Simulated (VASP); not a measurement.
# WS2 (P1) in VASP: notebook

The runs below take WS2 through single point, with LDA.

All numbers are computed with VASP 6.6.1; they aren't measurements. Logs are shortened: lines on timing, memory, paths and dates and some standing lists are left out, and cuts for length are marked.

## 1. The cell of the first run

The typed cell holds 12 atoms: a = 7.392 Å, b = 7.392 Å, c = 7.392 Å, α = 52.33°, β = 52.33°, γ = 52.33°.

## 2. Single point, LDA

INCAR

```
SYSTEM = WS2
PREC = Accurate ; ENCUT = 520
EDIFF = 1E-7 ; ISMEAR = -1
SIGMA = 0.17 ; LREAL = .FALSE.
LASPH = .TRUE. ; NELM = 100
ALGO = Normal ; ISIF = 2
LWAVE = .FALSE. ; LCHARG = .FALSE.
GGA = CA ; NBANDS = 64
```

KPOINTS

```
regular mesh
0
G
  2 2 2
  0 0 0
```

POSCAR

```
WS2
1.0
   -3.2599410000     -1.8821280000      6.3622860000
    3.2599410000     -1.8821280000      6.3622860000
    0.0000000000      3.7642550000      6.3622860000
W S
4 8
Direct
    0.0723791161     -0.0262116253     -0.0649814831
    0.5376564609      0.4934532070     -0.0668179023
    0.5482329950     -0.0154581884      0.4433680452
    0.0829472349      0.4769114202      0.4082682100
    0.2799650282      0.2408845663      0.1919916705
    0.5380998864      0.3591089169      0.3633286827
    0.8090172732      0.7184021363      0.1983125050
    1.0213194643      0.8386167712      0.3286010292
    0.8149121608      0.2559143139      0.6831185696
    0.9477016195      0.4534288704      0.8177732186
    0.2856464109      0.7551334353      0.6852035503
    0.4788089682      0.8837242719      0.8634276802
```

Potentials or basis: VASP PAW LDA potentials, release 64 (W_sv, S).

Command:

```bash
cat potpaw_LDA.64/W_sv/POTCAR potpaw_LDA.64/S/POTCAR > POTCAR
mpirun -np 1 vasp_std > vasp.out
```

OUTCAR:

```text
SYSTEM = WS2
   PREC = Accurate
   ENCUT = 520
   EDIFF = 1E-7
   ISMEAR = -1
   LREAL = .FALSE.
   LASPH = .TRUE.
   NELM = 100
   ISIF = 2
   GGA = CA

 ion  position               nearest neighbor table
   1  0.072  0.974  0.935-   8 2.27  11 2.34  12 2.41   9 2.48   7 2.55  10 2.72   2 3.08   3 3.15
                             4 3.16   4 3.36   3 3.37   2 3.44
   2  0.538  0.493  0.933-   9 2.37  12 2.39  11 2.45  10 2.46   5 2.51   6 2.69   4 3.03   1 3.08
                             3 3.20   3 3.32   1 3.44   4 3.49
   3  0.548  0.985  0.443-   6 2.41  11 2.43  12 2.48   7 2.51   5 2.57   8 2.64   4 3.13   1 3.15
                             2 3.20   2 3.32   1 3.37   4 3.40
   4  0.083  0.477  0.408-   8 2.15   5 2.28   9 2.39   7 2.39  10 2.46   6 2.76   2 3.03   3 3.13
                             1 3.16   1 3.36   3 3.40   2 3.49
   5  0.280  0.241  0.192-   4 2.28   2 2.51   3 2.57
   6  0.538  0.359  0.363-   3 2.41   2 2.69   4 2.76
   7  0.809  0.718  0.198-   4 2.39   3 2.51   1 2.55
   8  0.021  0.839  0.329-   4 2.15   1 2.27   3 2.64
   9  0.815  0.256  0.683-   2 2.37   4 2.39   1 2.48
  10  0.948  0.453  0.818-   2 2.46   4 2.46   1 2.72
  11  0.286  0.755  0.685-   1 2.34   3 2.43   2 2.45
  12  0.479  0.884  0.863-   2 2.39   1 2.41   3 2.48

  LATTYP: Found a trigonal (rhomboedric) cell.
 ALAT       =     7.3924491393
 COS(alpha) =     0.6110687984

  Lattice vectors:

 A1 = (  -3.2599410000,  -1.8821280000,   6.3622860000)
 A2 = (   3.2599410000,  -1.8821280000,   6.3622860000)
 A3 = (   0.0000000000,   3.7642550000,   6.3622860000)

Analysis of symmetry for initial positions (statically):
=====================================================================
 Subroutine PRICEL returns:
 Original cell was already a primitive cell.

 Routine SETGRP: Setting up the symmetry group for a
 trigonal (rhombohedral) supercell.

 Subroutine GETGRP returns: Found  1 space group operations
 (whereof  1 operations were pure point group operations)
 out of a pool of 12 trial point group operations.

The static configuration has the point symmetry C_1 .

Analysis of symmetry for dynamics (positions and initial velocities):
=====================================================================
 Subroutine PRICEL returns:
 Original cell was already a primitive cell.

 Routine SETGRP: Setting up the symmetry group for a
 trigonal (rhombohedral) supercell.

 Subroutine GETGRP returns: Found  1 space group operations
 (whereof  1 operations were pure point group operations)
 out of a pool of 12 trial point group operations.

The dynamic configuration has the point symmetry C_1 .

 Subroutine INISYM returns: Found  1 space group operations
 (whereof  1 operations are pure point group operations),
 and found     1 'primitive' translations

----------------------------------------------------------------------------------------

                                     Primitive cell

  volume of cell :     234.2196

  direct lattice vectors                    reciprocal lattice vectors
    -3.259941000 -1.882128000  6.362286000    -0.153377009 -0.088552264  0.052392065
     3.259941000 -1.882128000  6.362286000     0.153377009 -0.088552264  0.052392065
     0.000000000  3.764255000  6.362286000     0.000000000  0.177104529  0.052392079

  length of vectors
     7.392449139  7.392449139  7.392448772     0.184691470  0.184691470  0.184691483

  position of ions in fractional coordinates (direct lattice)
     0.072379116  0.973788375  0.935018517
     0.537656461  0.493453207  0.933182098
     0.548232995  0.984541812  0.443368045
     0.082947235  0.476911420  0.408268210
     0.279965028  0.240884566  0.191991671
     0.538099886  0.359108917  0.363328683
     0.809017273  0.718402136  0.198312505
     0.021319464  0.838616771  0.328601029
     0.814912161  0.255914314  0.683118570
     0.947701620  0.453428870  0.817773219
     0.285646411  0.755133435  0.685203550
     0.478808968  0.883724272  0.863427680

  ion indices of the primitive-cell ions
   primitive index   ion index
                 1           1
                 2           2
                 3           3
                 4           4
                 5           5
                 6           6
                 7           7
                 8           8
                 9           9
                10          10
                11          11
                12          12

----------------------------------------------------------------------------------------

 KPOINTS: regular mesh

Automatic generation of k-mesh.
 Grid dimensions read from file:
 generate k-points for:    2    2    2

 Generating k-lattice:

  Cartesian coordinates                     Fractional coordinates (reciprocal lattice)
    -0.076688504 -0.044276132  0.026196033     0.500000000  0.000000000 -0.000000000
     0.076688504 -0.044276132  0.026196033     0.000000000  0.500000000 -0.000000000
     0.000000000  0.088552264  0.026196040    -0.000000000 -0.000000000  0.500000000

  Length of vectors
     0.092345735  0.092345735  0.092345742

  Shift w.r.t. Gamma in fractional coordinates (k-lattice)
     0.000000000  0.000000000  0.000000000

 Subroutine IBZKPT returns following result:
 ===========================================

 Found      8 irreducible k-points:

 Following reciprocal coordinates:
            Coordinates               Weight
  0.000000  0.000000  0.000000      1.000000
  0.500000  0.000000 -0.000000      1.000000
  0.000000  0.500000 -0.000000      1.000000
 -0.000000 -0.000000  0.500000      1.000000
  0.500000  0.500000 -0.000000      1.000000
  0.500000 -0.000000  0.500000      1.000000
 -0.000000  0.500000  0.500000      1.000000
  0.500000  0.500000  0.500000      1.000000
   k-points           NKPTS =      8   k-points in BZ     NKDIM =      8   number of bands    NBANDS=     64
   number of dos      NEDOS =    301   number of ions     NIONS =     12
   total plane-waves  NPLWV = 175616
   dimension x,y,z NGX =    56 NGY =   56 NGZ =   56
   dimension x,y,z NGXF=   112 NGYF=  112 NGZF=  112
   ions per type =               4   8
   NGX,Y,Z   is equivalent  to a cutoff of  12.59, 12.59, 12.59 a.u.
   NGXF,Y,Z  is equivalent  to a cutoff of  25.19, 25.19, 25.19 a.u.
 SYSTEM =  WS2
   PREC   = accura    normal or accurate (medium, high low for compatibility)
   ISTART =      0    job   : 0-new  1-cont  2-samecut
   ICHARG =      2    charge: 1-file 2-atom 10-const
   ISPIN  =      1    spin polarized calculation?
   LNONCOLLINEAR =      F non collinear calculations
   LSORBIT =      F    spin-orbit coupling
   LASPH  =      T    aspherical Exc in radial PAW
   ENCUT  =  520.0 eV  38.22 Ry    6.18 a.u.  13.75 13.75 13.75*2*pi/ulx,y,z
   NELM   =    100;   NELMIN=  2; NELMDL= -5     # of ELM steps
   EDIFF  = 0.1E-06   stopping-criterion for ELM
   LREAL  =      F    real-space projection
   EDIFFG = 0.1E-05   stopping-criterion for IOM
   NSW    =      0    number of steps for IOM
   IBRION =     -1    ionic relax: 0-MD 1-quasi-New 2-CG
   NFREE  =      0    steps in history (QN), initial steepest desc. (CG)
   ISIF   =      2    stress and relaxation
   ISYM   =      2    0-nonsym 1-usesym 2-fastsym
   POTIM  = 0.5000    time-step for ionic-motion
   TEBEG  =    0.0;   TEEND  =   0.0 temperature during run
   PSTRESS=    0.0 pullay stress
   NELECT =     104.0000    total number of electrons
   NUPDOWN=      -1.0000    fix difference up-down
   EMIN   =  10.00;   EMAX   =-10.00  energy-range for DOS
   EFERMI =   0.00;   METHOD = LEGACY
   ISMEAR =    -1;   SIGMA  =   0.17  broadening in eV -4-tet -1-fermi 0-gaus
   EFERMI_NEDOS =   21; number of points for ismear=-14 and -15
   IALGO  =     38    algorithm
   IMIX   =      4    mixing-type and parameters
     AMIX     =   0.40;   BMIX     =  1.00
     AMIX_MAG =   1.60;   BMIX_MAG =  1.00
  volume/ion in A,a.u.               =      19.52       131.72
  Fermi-wavevector in a.u.,A,eV,Ry     =   1.248949  2.360172 21.223384  1.559875
  Thomas-Fermi vector in A             =   2.383013
   LORBIT       =      0    0 simple, 1 ext, 2 COOP (PROOUT), +10 PAW based schemes
   GGA     = CA    functional components
   LHFCALC =     F    Hartree Fock is set to
   AEXX    =    0.0000 exact exchange contribution
   IVDW    =     0    specifies the selected vdW correction
   LEPSILON=     F    determine dielectric tensor
   LRPA    =     F    only Hartree local field effects (RPA)
 non-spin polarized calculation
  energy-cutoff  :      520.00
  volume of cell :      234.22
 maximum number of plane-waves:      6324
 NGX is ok and might be reduce to    56
   NGX = 27   NGY = 27   NGZ = 27

 number of electron     104.0000001 magnetization

 Free energy of the ion-electron system (eV)
  ---------------------------------------------------
  ext. energy  EPLUGINS =         0.00000000
  ---------------------------------------------------
  free energy    TOTEN  =      -101.42515126 eV

  energy without entropy =     -101.33276298  energy(sigma->0) =     -101.37895712

 E-fermi :   6.3837     XC(G=0): -10.7273

 val. band max:        6.2103999853   @ k =   0.5000   0.5000   0.5000
 cond. band min:       6.7263485266   @ k =  -0.0000   0.5000   0.5000
 fundamental gap:      0.5159485413
 Fermi energy:         6.3836922004

 k-point     1 :       0.0000    0.0000    0.0000
  band No.  band energies     occupation
      1     -68.1578      2.00000
      2     -68.0933      2.00000
      3     -68.0840      2.00000
      4     -68.0001      2.00000
      5     -32.7684      2.00000
      6     -32.7465      2.00000
[... 56 lines left out ...]
     63       9.0928      0.00000
     64       9.1209      0.00000

 k-point     2 :       0.5000    0.0000   -0.0000
  band No.  band energies     occupation
      1     -68.1576      2.00000
      2     -68.0922      2.00000
      3     -68.0852      2.00000
      4     -68.0003      2.00000
      5     -32.7253      2.00000
      6     -32.7054      2.00000
[... 458 lines left out ...]
     63       8.9728      0.00000
     64       9.4370      0.00000

------------------------ aborting loop because EDIFF is reached ----------------------------------------

  FORCE on cell =-STRESS in cart. coord.  units (eV):
  Direction    XX          YY          ZZ          XY          YZ          ZX
  --------------------------------------------------------------------------------------
  -------------------------------------------------------------------------------------
  Total      -14.2780905    -14.4499990     -7.9074837     -0.6040843      1.9308667     11.3591533
  in kB      -97.6691609    -98.8450995    -54.0910770     -4.1322338     13.2080775     77.7021948
  external PRESSURE =     -83.5351125 kB  Pullay stress =       0.0000000 kB

 VOLUME and BASIS-vectors are now :
 -----------------------------------------------------------------------------
  energy-cutoff  :      520.00
  volume of cell :      234.22
      direct lattice vectors                 reciprocal lattice vectors
    -3.259941000 -1.882128000  6.362286000    -0.153377009 -0.088552264  0.052392065
     3.259941000 -1.882128000  6.362286000     0.153377009 -0.088552264  0.052392065
     0.000000000  3.764255000  6.362286000     0.000000000  0.177104529  0.052392079

 POSITION                                       TOTAL-FORCE (eV/Angst)
 -----------------------------------------------------------------------------------
      2.93854      1.55063     12.60487         2.090228     -1.124714     -0.861458
     -0.14410      1.57206     12.49739        -0.661920      0.358795      1.148446
      1.42234     -1.21593     12.57279        -1.582223     -0.658050     -0.110168
      1.28430      0.48310      6.15950        -1.109258      2.857492     -0.286378
     -0.12740     -0.25760      4.53530        -2.172540     -1.119263      0.802293
     -0.58350     -0.32100      8.01990         1.483768     -0.234998     -2.888132
     -0.29540     -2.12830     10.97960         0.707651     -0.779654      0.794652
      2.66434     -0.38157      7.56181         4.057038     -0.251263      3.555384
     -1.82230      0.55600     11.15910        -0.584271      0.620110     -0.736149
     -1.61130      0.44120     14.11730        -1.891921      1.075465     -0.886820
      1.53050      0.62040     10.98120        -0.985741     -0.079483      0.453515
      1.32000      0.68570     14.16220         0.649190     -0.664437     -0.985184
 -----------------------------------------------------------------------------------
    total drift:                               -0.000029      0.000141      0.000366

  FREE ENERGIE OF THE ION-ELECTRON SYSTEM (eV)
  ---------------------------------------------------
  free  energy   TOTEN  =      -101.4251512611 eV

  energy  without entropy=     -101.3327629785  energy(sigma->0) =     -101.37895712
```

Run time: 3.8 min. Hardware: 1 thread of Intel Xeon Platinum 8488C (Sapphire Rapids), shared host; peak memory 0.36 GiB.

Results:

| Property | Result |
| --- | --- |
| Free energy | -101.4252 eV |
| Pressure | -8.4 GPa |
| Largest force | 5.400 eV/Å |
| Band gap on the k mesh | 0.52 eV (least direct gap 1.10 eV) |

Forces on the atoms (eV/Å):
```
W    2.090 -1.125 -0.861
W   -0.662  0.359  1.148
W   -1.582 -0.658 -0.110
W   -1.109  2.857 -0.286
S   -2.173 -1.119  0.802
S    1.484 -0.235 -2.888
S    0.708 -0.780  0.795
S    4.057 -0.251  3.555
S   -0.584  0.620 -0.736
S   -1.892  1.075 -0.887
S   -0.986 -0.079  0.454
S    0.649 -0.664 -0.985
```

Caveat: the k points lie up to 0.58 Å⁻¹ apart; spin-orbit coupling is left out, which moves the levels of the heavy elements; forces of over 1 eV/Å act on the atoms, so gaps and moduli don't describe the material at rest.

## 3. Single point, LDA

INCAR

```
PREC = Accurate
ENCUT = 520
EDIFF = 1E-7
ISMEAR = -1
SIGMA = 0.17
LREAL = F
LASPH = T
NELM = 100
ALGO = Normal
ISIF = 2
LWAVE = F
LCHARG = F
NBANDS = 64
```

KPOINTS

```
regular mesh
0
Gamma
  2 2 2
```

POSCAR

```
WS2
1.0
   -3.2599410000     -1.8821280000      6.3622860000
    3.2599410000     -1.8821280000      6.3622860000
    0.0000000000      3.7642550000      6.3622860000
W S
4 8
Direct
    0.0291468684     -0.0275412741     -0.0781504085
    0.5507206404      0.4821304420     -0.0876247911
    0.5343174507      0.0612414042      0.3349714608
    0.0343405929      0.5070792099      0.3787526006
    0.3029183891      0.2090516596      0.1477299396
    0.4349302745      0.4311572001      0.3135514162
    0.7511880029      0.7598691416      0.1816834836
    0.9499306034      0.9126293148      0.3415220737
    0.7595564848      0.2810508922      0.6562669854
    0.9540546269      0.4016826668      0.8105909725
    0.2861637931      0.6984718686      0.7061716990
    0.4508569389      0.9073989438      0.7730378064
```

Potentials or basis: VASP PAW LDA potentials, release 64 (W_sv, S).

Command:

```bash
cat potpaw_LDA.64/W_sv/POTCAR potpaw_LDA.64/S/POTCAR > POTCAR
mpirun -np 1 vasp_std > vasp.out
```

Run time: 4.5 min. Hardware: 1 thread of Intel Xeon Platinum 8488C (Sapphire Rapids), shared host; peak memory 0.36 GiB.

Results (log left out):

```
Free energy            : -100.4902 eV
Pressure               : -4.6 GPa
Largest force          : 7.016 eV/Å
Band gap on the k mesh : 0.05 eV (least direct gap 0.22 eV)
```

Forces on the atoms (eV/Å):
```
W    1.440 -0.866  0.344
W    1.799  0.466 -1.133
W   -3.565  5.857  1.487
W   -0.399  1.333  1.162
S    3.016 -1.136 -0.291
S    0.708 -0.516  0.818
S   -1.356 -1.475 -0.735
S   -0.055 -1.136 -2.310
S   -2.693 -0.459 -0.596
S   -0.834 -0.585 -0.059
S    1.463 -1.516 -0.433
S    0.476  0.033  1.748
```

Stress tensor (GPa, compression positive):
```
-5.98 -0.81 -0.64
-0.81 -7.64  2.32
-0.64  2.32 -0.15
```

Levels at points of the mesh, in eV from the valence-band top:
```tsv
k point	band 49	band 50	band 51	band 52	band 53	band 54	band 55	band 56
(0.00, 0.00, 0.00)	-1.25	-1.15	-0.70	-0.68	0.49	1.08	1.44	1.70
(0.50, 0.00, 0.00)	-1.41	-1.05	-0.82	-0.72	0.50	1.19	1.29	1.45
(0.00, 0.50, 0.00)	-1.60	-1.33	-1.11	-0.48	0.34	1.06	1.18	1.35
(0.00, 0.00, 0.50)	-1.54	-1.12	-0.77	-0.16	0.05	0.79	1.10	1.26
(0.50, 0.50, 0.00)	-1.47	-1.11	-0.90	-0.09	0.13	0.73	1.23	1.48
(0.50, 0.00, 0.50)	-1.52	-1.37	-1.11	-0.44	0.31	0.91	1.24	1.40
(0.00, 0.50, 0.50)	-1.42	-1.18	-0.89	-0.71	0.65	1.05	1.13	1.43
(0.50, 0.50, 0.50)	-1.39	-1.14	-0.78	0.00	0.57	1.09	1.40	1.72
```

Caveat: the k points lie up to 0.58 Å⁻¹ apart; spin-orbit coupling is left out, which moves the levels of the heavy elements; forces of over 1 eV/Å act on the atoms, so gaps and moduli don't describe the material at rest. A k mesh can miss the band edges.
